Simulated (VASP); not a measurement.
# C (Fmmm) in VASP: notebook, part 2 of 2

VASP 6.6.1. Earlier steps stand in the parts before.

### Step 5. Single point, PBE+D3(BJ)

This run uses another cell than the first one, of 8.94 Å³/atom, 1.042 times its volume.

INCAR

```
PREC = Accurate ; ENCUT = 520
EDIFF = 1E-6 ; ISMEAR = 0
SIGMA = 0.03 ; LREAL = False
LASPH = True ; NELM = 80
ALGO = Normal ; ISIF = 2
LWAVE = False ; LCHARG = True
GGA = PE ; IVDW = 12
LELF = True ; LVHAR = True
NBANDS = 11
```

KPOINTS

```
regular mesh
0
Gamma
  18 18 18
```

POSCAR

```
C
1.0
    0.0000000000      2.4093838609      3.1978844530
    1.1602207361      0.0000000000      3.1978844530
    1.1602207361      2.4093838609      0.0000000000
C
2
Direct
    0.1666966007      0.8333033993      0.1666966007
    0.8333033993      0.1666966007      0.8333033993
```

Potentials or basis: VASP PAW PBE potentials, release 64 (C).

The run is started by

```sh
$ cat potpaw_PBE.64/C/POTCAR > POTCAR
$ mpirun -np 1 vasp_std > vasp.out
```

OUTCAR:

```text
PREC = Accurate
   ENCUT = 520
   EDIFF = 1E-6
   ISMEAR = 0
   LREAL = False
   LASPH = True
   NELM = 80
   ISIF = 2
   GGA = PE
   IVDW = 12
 IVDW          = 12

 ion  position               nearest neighbor table
   1  0.167  0.833  0.167-   2 1.41   2 1.41   2 1.61
   2  0.833  0.167  0.833-   1 1.41   1 1.41   1 1.61

  LATTYP: Found a face centered orthorhombic cell.
 ALAT       =     2.3204414722
 B/A-ratio  =     2.0766598854
 C/A-ratio  =     2.7562724519

  Lattice vectors:

 A1 = (   0.0000000000,   2.4093838609,   3.1978844530)
 A2 = (   1.1602207361,   0.0000000000,   3.1978844530)
 A3 = (   1.1602207361,   2.4093838609,   0.0000000000)

Analysis of symmetry for initial positions (statically):
=====================================================================
 Subroutine PRICEL returns:
 Original cell was already a primitive cell.

 Routine SETGRP: Setting up the symmetry group for a
 face centered orthorhombic supercell.

 Subroutine GETGRP returns: Found  8 space group operations
 (whereof  8 operations were pure point group operations)
 out of a pool of  8 trial point group operations.

The static configuration has the point symmetry D_2h.

Analysis of symmetry for dynamics (positions and initial velocities):
=====================================================================
 Subroutine PRICEL returns:
 Original cell was already a primitive cell.

 Routine SETGRP: Setting up the symmetry group for a
 face centered orthorhombic supercell.

 Subroutine GETGRP returns: Found  8 space group operations
 (whereof  8 operations were pure point group operations)
 out of a pool of  8 trial point group operations.

The dynamic configuration has the point symmetry D_2h.

 Subroutine INISYM returns: Found  8 space group operations
 (whereof  8 operations are pure point group operations),
 and found     1 'primitive' translations

----------------------------------------------------------------------------------------

                                     Primitive cell

  volume of cell :      17.8788

  direct lattice vectors                    reciprocal lattice vectors
     0.000000000  2.409383861  3.197884453    -0.430952477  0.207521935  0.156353367
     1.160220736  0.000000000  3.197884453     0.430952477 -0.207521935  0.156353367
     1.160220736  2.409383861  0.000000000     0.430952477  0.207521935 -0.156353367

  length of vectors
     4.003947498  3.401849075  2.674180762     0.503221389  0.503221389  0.503221389

  position of ions in fractional coordinates (direct lattice)
     0.166696601  0.833303399  0.166696601
     0.833303399  0.166696601  0.833303399

  ion indices of the primitive-cell ions
   primitive index   ion index
                 1           1
                 2           2

----------------------------------------------------------------------------------------

 KPOINTS: regular mesh

Automatic generation of k-mesh.
 Grid dimensions read from file:
 generate k-points for:   18   18   18

 Generating k-lattice:

  Cartesian coordinates                     Fractional coordinates (reciprocal lattice)
    -0.023941804  0.011528996  0.008686298     0.055555556  0.000000000  0.000000000
     0.023941804 -0.011528996  0.008686298     0.000000000  0.055555556  0.000000000
[... 39 lines left out ...]
 [... further k-points ...]
   k-points           NKPTS =    865   k-points in BZ     NKDIM =    865   number of bands    NBANDS=     11
   number of dos      NEDOS =    301   number of ions     NIONS =      2
   total plane-waves  NPLWV =  16800
   dimension x,y,z NGX =    30 NGY =   28 NGZ =   20
   dimension x,y,z NGXF=    60 NGYF=   56 NGZF=   40
   ions per type =               2
   NGX,Y,Z   is equivalent  to a cutoff of  12.46, 13.68, 12.43 a.u.
   NGXF,Y,Z  is equivalent  to a cutoff of  24.91, 27.37, 24.87 a.u.
 SYSTEM =  unknown system
   PREC   = accura    normal or accurate (medium, high low for compatibility)
   ISTART =      0    job   : 0-new  1-cont  2-samecut
   ICHARG =      2    charge: 1-file 2-atom 10-const
   ISPIN  =      1    spin polarized calculation?
   LNONCOLLINEAR =      F non collinear calculations
   LSORBIT =      F    spin-orbit coupling
   LASPH  =      T    aspherical Exc in radial PAW
   ENCUT  =  520.0 eV  38.22 Ry    6.18 a.u.   7.44  6.33  4.97*2*pi/ulx,y,z
   NELM   =     80;   NELMIN=  2; NELMDL= -5     # of ELM steps
   EDIFF  = 0.1E-05   stopping-criterion for ELM
   LREAL  =      F    real-space projection
   EDIFFG = 0.1E-04   stopping-criterion for IOM
   NSW    =      0    number of steps for IOM
   IBRION =     -1    ionic relax: 0-MD 1-quasi-New 2-CG
   NFREE  =      0    steps in history (QN), initial steepest desc. (CG)
   ISIF   =      2    stress and relaxation
   ISYM   =      2    0-nonsym 1-usesym 2-fastsym
   POTIM  = 0.5000    time-step for ionic-motion
   TEBEG  =    0.0;   TEEND  =   0.0 temperature during run
   PSTRESS=    0.0 pullay stress
   NELECT =       8.0000    total number of electrons
   NUPDOWN=      -1.0000    fix difference up-down
   EMIN   =  10.00;   EMAX   =-10.00  energy-range for DOS
   EFERMI =   0.00;   METHOD = LEGACY
   ISMEAR =     0;   SIGMA  =   0.03  broadening in eV -4-tet -1-fermi 0-gaus
   EFERMI_NEDOS =   21; number of points for ismear=-14 and -15
   IALGO  =     38    algorithm
   IMIX   =      4    mixing-type and parameters
     AMIX     =   0.40;   BMIX     =  1.00
     AMIX_MAG =   1.60;   BMIX_MAG =  1.00
  volume/ion in A,a.u.               =       8.94        60.33
  Fermi-wavevector in a.u.,A,eV,Ry     =   1.252156  2.366231 21.332495  1.567894
  Thomas-Fermi vector in A             =   2.386069
   LORBIT       =      0    0 simple, 1 ext, 2 COOP (PROOUT), +10 PAW based schemes
   GGA     = PE    functional components
   LHFCALC =     F    Hartree Fock is set to
   AEXX    =    0.0000 exact exchange contribution
   IVDW    =    12    specifies the selected vdW correction
   LEPSILON=     F    determine dielectric tensor
   LRPA    =     F    only Hartree local field effects (RPA)
 non-spin polarized calculation
 Gauss-broadening in eV      SIGMA  =   0.03
  energy-cutoff  :      520.00
  volume of cell :       17.88
 maximum number of plane-waves:       502
 NGX is ok and might be reduce to    30
   NGX = 15   NGY = 13   NGZ =  9

 number of electron       8.0000000 magnetization

 Free energy of the ion-electron system (eV)
  ---------------------------------------------------
  ext. energy  EPLUGINS =         0.00000000
  ---------------------------------------------------
  free energy    TOTEN  =       -17.52431034 eV

  energy without entropy =      -17.52431034  energy(sigma->0) =      -17.52431034

 E-fermi :   4.7386     XC(G=0): -10.4558

 val. band max:        4.6489412346   @ k =   0.0000   0.2778   0.2778
 cond. band min:       4.8282615070   @ k =   0.0000   0.2778   0.2778
 fundamental gap:      0.1793202725
 Fermi energy:         4.7386096032

 k-point     1 :       0.0000    0.0000    0.0000
  band No.  band energies     occupation
      1     -14.5063      2.00000
      2      -1.0671      2.00000
      3       0.8284      2.00000
      4       2.4544      2.00000
      5       8.5738      0.00000
      6       9.7316      0.00000
      7      14.4941      0.00000
      8      14.7907      0.00000
      9      17.8396      0.00000
     10      26.5792      0.00000
     11      29.4150      0.00000
[... 309 lines left out ...]
 k-point    24 :      -0.2222    0.0556   -0.0000
  band No.  band energies     occupation
      1     -12.5731      2.00000
      2      -2.6502      2.00000
      3      -1.1139      2.00000
      4       0.8085      2.00000
      5       9.9570      0.00000
      6      10.5044      0.00000
      7      12.3852      0.00000
      8      15.5246      0.00000
      9      22.3869      0.00000
     10      23.1129      0.00000
     11      25.8860      0.00000

 [... further k-points ...]

------------------------ aborting loop because EDIFF is reached ----------------------------------------

 Edisp (eV)   -0.31586

 E8    (eV) :    -0.0902

  FORCE on cell =-STRESS in cart. coord.  units (eV):
  Direction    XX          YY          ZZ          XY          YZ          ZX
  --------------------------------------------------------------------------------------
  -------------------------------------------------------------------------------------
  Total       5.63847   -11.12767     0.42997    -0.00000     0.00000     0.00000
  in kB     505.28082  -997.18405    38.53133    -0.00000     0.00000     0.00000
  external pressure =     -151.12 kB  Pullay stress =        0.00 kB

 VOLUME and BASIS-vectors are now :
 -----------------------------------------------------------------------------
  energy-cutoff  :      520.00
  volume of cell :       17.88
      direct lattice vectors                 reciprocal lattice vectors
     0.000000000  2.409383861  3.197884453    -0.430952477  0.207521935  0.156353367
     1.160220736  0.000000000  3.197884453     0.430952477 -0.207521935  0.156353367
     1.160220736  2.409383861  0.000000000     0.430952477  0.207521935 -0.156353367

 POSITION                                       TOTAL-FORCE (eV/Angst)
 -----------------------------------------------------------------------------------
      1.16022      0.80327      3.19788         0.000000      0.049154      0.000000
      1.16022      4.01550      3.19788         0.000000     -0.049154      0.000000
 -----------------------------------------------------------------------------------
    total drift:                                0.000000      0.000000     -0.000000

  FREE ENERGIE OF THE ION-ELECTRON SYSTEM (eV)
  ---------------------------------------------------
  free  energy   TOTEN  =       -17.8401747997 eV

  energy  without entropy=      -17.8401747981  energy(sigma->0) =      -17.84017480
```

OSZICAR:

```text
N       E                     dE             d eps       ncg     rms          rms(c)
DAV:   1     0.192435516906E+01    0.19244E+01   -0.41569E+03 19455   0.651E+02
DAV:   2    -0.180362950974E+02   -0.19961E+02   -0.18982E+02 24772   0.118E+02
DAV:   3    -0.185230047304E+02   -0.48671E+00   -0.48565E+00 23303   0.150E+01
DAV:   4    -0.185247462864E+02   -0.17416E-02   -0.17415E-02 20927   0.112E+00
DAV:   5    -0.185247527366E+02   -0.64502E-05   -0.64501E-05 22805   0.643E-02    0.588E+00
DAV:   6    -0.177542192678E+02    0.77053E+00   -0.69699E-01 21169   0.502E+00    0.335E+00
DAV:   7    -0.175216963300E+02    0.23252E+00   -0.74373E-01 22129   0.521E+00    0.932E-01
DAV:   8    -0.175245068771E+02   -0.28105E-02   -0.20448E-02 20648   0.979E-01    0.119E-01
DAV:   9    -0.175242512569E+02    0.25562E-03   -0.86981E-04 22055   0.198E-01    0.477E-02
DAV:  10    -0.175243054926E+02   -0.54236E-04   -0.84234E-05 21025   0.663E-02    0.122E-02
DAV:  11    -0.175243101300E+02   -0.46374E-05   -0.64251E-06 21826   0.190E-02    0.467E-03
DAV:  12    -0.175243103426E+02   -0.21254E-06   -0.74929E-07 20887   0.629E-03
   1 F= -.17840175E+02 E0= -.17840175E+02  d E =-.153362E-08
```

Wall time 2.7 min (1 thread of Intel Xeon Platinum 8488C (Sapphire Rapids), shared host); peak memory 0.26 GiB.

What came out:

```yaml
Free_energy: -17.8402 eV
Pressure: -15.1 GPa
Largest_force: 0.049 eV/Å
Band_gap_on_the_k_mesh: 0.18 eV, direct
Dispersion_energy_per_atom: -0.158 eV
```

Forces in eV/Å, atoms in the order of the input:
```
C    0.000  0.049  0.000
C    0.000 -0.049  0.000
```

Stress tensor (GPa, compression positive):
```
 50.53   0.00   0.00
  0.00 -99.72   0.00
  0.00   0.00   3.85
```

A k mesh can miss the band edges.

### Step 6. Single point, PBE+D3(BJ)

This run uses another cell than the first one, of 8.94 Å³/atom, 1.042 times its volume.

INCAR

```
SYSTEM = C
ALGO = Normal
EDIFF = 1E-7
ENCUT = 520
GGA = PE
ISIF = 2
ISMEAR = 0
IVDW = 12
LASPH = .True.
LCHARG = .False.
LREAL = .False.
LWAVE = .False.
NBANDS = 11
NELM = 100
PREC = Accurate
SIGMA = 0.03
```

KPOINTS

```
k-points
0
Gamma
  18 18 18
  0 0 0
```

POSCAR

```
C
1.0
    0.0000000000      2.0703105082      3.4498326081
    1.2516297530      0.0000000000      3.4498326081
    1.2516297530      2.0703105082      0.0000000000
C
2
Direct
    0.1666966007      0.8333033993      0.1666966007
    0.8333033993      0.1666966007      0.8333033993
```

Potentials or basis: VASP PAW PBE potentials, release 64 (C).

The run is started by

```sh
$ cat potpaw_PBE.64/C/POTCAR > POTCAR
$ mpirun -np 1 vasp_std > vasp.out
```

OUTCAR:

```text
SYSTEM = C
   EDIFF = 1E-7
   ENCUT = 520
   GGA = PE
   ISIF = 2
   ISMEAR = 0
   IVDW = 12
   LASPH = .True.
   LREAL = .False.
   NELM = 100
   PREC = Accurate
 IVDW          = 12

 ion  position               nearest neighbor table
   1  0.167  0.833  0.167-   2 1.38   2 1.43   2 1.43
   2  0.833  0.167  0.833-   1 1.38   1 1.43   1 1.43

  LATTYP: Found a face centered orthorhombic cell.
 ALAT       =     2.5032595060
 B/A-ratio  =     1.6540917977
 C/A-ratio  =     2.7562724518

  Lattice vectors:

 A1 = (   0.0000000000,   2.0703105082,   3.4498326081)
 A2 = (   1.2516297530,   0.0000000000,   3.4498326081)
[... 523 lines left out ...]

 Edisp (eV)   -0.30182

 E8    (eV) :    -0.0852

  FORCE on cell =-STRESS in cart. coord.  units (eV):
  Direction    XX          YY          ZZ          XY          YZ          ZX
  --------------------------------------------------------------------------------------
  -------------------------------------------------------------------------------------
  Total      -1.06338     3.68700    -0.06877    -0.00000     0.00000     0.00000
  in kB     -95.29265   330.40315    -6.16252    -0.00000     0.00000     0.00000
  external pressure =       76.32 kB  Pullay stress =        0.00 kB

 VOLUME and BASIS-vectors are now :
 -----------------------------------------------------------------------------
  energy-cutoff  :      520.00
  volume of cell :       17.88
      direct lattice vectors                 reciprocal lattice vectors
     0.000000000  2.070310508  3.449832608    -0.399479158  0.241509666  0.144934568
     1.251629753  0.000000000  3.449832608     0.399479158 -0.241509666  0.144934568
     1.251629753  2.070310508  0.000000000     0.399479158  0.241509666 -0.144934568

 POSITION                                       TOTAL-FORCE (eV/Angst)
 -----------------------------------------------------------------------------------
      1.25163      0.69023      3.44983         0.000000      0.668787      0.000000
      1.25163      3.45039      3.44983         0.000000     -0.668787      0.000000
 -----------------------------------------------------------------------------------
    total drift:                                0.000000      0.000000     -0.000000

  FREE ENERGIE OF THE ION-ELECTRON SYSTEM (eV)
  ---------------------------------------------------
  free  energy   TOTEN  =       -18.6675136660 eV

  energy  without entropy=      -18.6674896345  energy(sigma->0) =      -18.66750165
```

Wall time 2.5 min (1 thread of Intel Xeon Platinum 8488C (Sapphire Rapids), shared host); peak memory 0.25 GiB.

Results:

```yaml
Free_energy: -18.6675 eV
Pressure: 7.6 GPa
Largest_force: 0.669 eV/Å
Band_gap_on_the_k_mesh: 0.04 eV, direct
Dispersion_energy_per_atom: -0.151 eV
```

Forces on the atoms (eV/Å):
```
C    0.000  0.669  0.000
C    0.000 -0.669  0.000
```

Stress tensor (GPa, compression positive):
```
-9.53  0.00  0.00
 0.00 33.04  0.00
 0.00  0.00 -0.62
```

Levels at points of the mesh, in eV from the valence-band top:
| k point | band 1 | band 2 | band 3 | band 4 | band 5 | band 6 | band 7 | band 8 | band 9 |
| --- | --- | --- | --- | --- | --- | --- | --- | --- | --- |
| (0.00, 0.00, 0.00) | -19.68 | -6.74 | -2.93 | -2.80 | 4.11 | 8.15 | 8.95 | 11.77 | 13.51 |
| (0.50, 0.00, 0.00) | -14.45 | -13.19 | -6.05 | -2.48 | 1.82 | 8.33 | 12.55 | 13.43 | 19.10 |
| (0.50, 0.50, 0.00) | -19.45 | -8.42 | -2.96 | -2.80 | 8.07 | 8.90 | 9.96 | 11.94 | 13.44 |
| (0.50, 0.00, 0.50) | -13.80 | -13.39 | -6.80 | -1.21 | 2.39 | 6.81 | 11.70 | 11.77 | 17.67 |
| (0.00, 0.50, 0.50) | -13.62 | -13.26 | -6.84 | -2.42 | 1.19 | 6.49 | 13.57 | 17.43 | 20.60 |

A k mesh can miss the band edges.

### Step 7. Summary

| cell | gap on the mesh (eV) | pressure (GPa) | largest force (eV/Å) |
| --- | --- | --- | --- |
| a = 3.947, b = 3.407, c = 2.582 Å, angles 81.2, 58.6, 40.3°, 2 atoms | 0.26 | -1.7 | 0.71 |
| a = 4.038, b = 3.726, c = 2.377 Å, angles 79.5, 65.1, 35.4°, 2 atoms | 0.19 | 16.4 | 1.69 |
| a = 4.001, b = 3.507, c = 2.564 Å, angles 80.8, 59.9, 39.2°, 2 atoms | 0.06 | -9.6 | 0.45 |
| a = 4.004, b = 3.402, c = 2.674 Å, angles 81.5, 57.2, 41.3°, 2 atoms | 0.18 | -15.1 | 0.05 |
| a = 4.023, b = 3.670, c = 2.419 Å, angles 79.8, 63.9, 36.3°, 2 atoms | 0.04 | 7.6 | 0.67 |

Alike in all rows: task single point; level PBE+D3(BJ); potentials or basis VASP PAW PBE potentials, release 64 (C); no spin polarisation; k mesh 18 × 18 × 18; cutoff (eV) 520; smearing gaussian 0.03 eV.

Caveats: forces of over 1 eV/Å act on the atoms, so gaps and moduli don't describe the material at rest (some runs).

Total energies depend on the potentials used, so only differences within one code and one set of settings carry meaning.
